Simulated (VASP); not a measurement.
The system is TaN.

```
CELL_PARAMETERS angstrom
2.88094 0.00000 0.00000
-1.44047 2.49497 0.00000
0.00000 0.00000 2.99832
ATOMIC_POSITIONS crystal
Ta 0.33333 0.66667 0.50000
N 0.00000 0.00000 0.00000
```

This cell differs from its parent crystal: z stretched by +4 % at fixed volume.

Base run:

| Item | Value |
| --- | --- |
| Program | VASP 6.6.1 |
| Functional | PBE |
| Potentials or basis | VASP PAW PBE potentials, release 64 (Ta_pv, N) |
| Cutoff | 520 eV |
| k mesh | 12 × 12 × 10 |
| Occupations | fermi-dirac, width 0.02 eV |
| Spin | no spin polarisation |

Its results: band gap on the k mesh zero (band 8 reaches 8.47 eV, above the bottom of band 9 at 8.08 eV); pressure 4.6 GPa.

The run is repeated on the same cell with these changes: potentials or basis from VASP PAW PBE potentials, release 64 (Ta_pv, N) to VASP PAW PBE potentials, release 64 (Ta_sv_GW, N); further incar settings from ALGO = Normal; EDIFF = 1e-06; NBANDS = 15 to ALGO = Normal; EDIFF = 1e-08; NBANDS = 16; valence electrons from 16 to 18. What comes out?

Band gap on the k mesh zero (band 9 reaches 12.66 eV, above the bottom of band 10 at 12.28 eV); pressure 3.5 GPa.

Caveats: spin-orbit coupling is left out, which moves the levels of the heavy elements.
